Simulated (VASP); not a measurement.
Runs of VASP 6.6.1 on CdTe. The structure is that of space group F-43m (No. 216), or close to it. The cells are those of the table. 

```tsv
level	cell	smearing	gap on the mesh (eV)	pressure (GPa)
PBE	a = 4.686 Å, angles 60.0°, 2 atoms	fermi-dirac 0.02 eV	(a)	0.0
r2SCAN	a = 4.639, b = 4.692, c = 4.692 Å, angles 59.2, 60.4, 60.4°, 2 atoms	gaussian 0.01 eV	1.05	-0.8
r2SCAN	a = 4.686 Å, angles 60.0°, 2 atoms	gaussian 0.01 eV	1.05	(b)
PBE	a = 4.562, b = 4.562, c = 4.484 Å, angles 60.6, 60.6, 58.9°, 2 atoms	fermi-dirac 0.02 eV	0.82	4.3
```

Alike in all rows: task single point; potentials or basis VASP PAW PBE potentials, release 64 (Cd, Te); no spin polarisation; k mesh 6 × 6 × 6; cutoff (eV) 520.

Estimate the missing entries.

(a) 0.57; (b) -1.1.

Caveats: spin-orbit coupling is left out, which moves the levels of the heavy elements; the PAW data sets were made with another functional, which shifts forces and pressure a little (some runs).

A k mesh can miss the band edges, and the runs leave out spin-orbit coupling on Cd, Te.
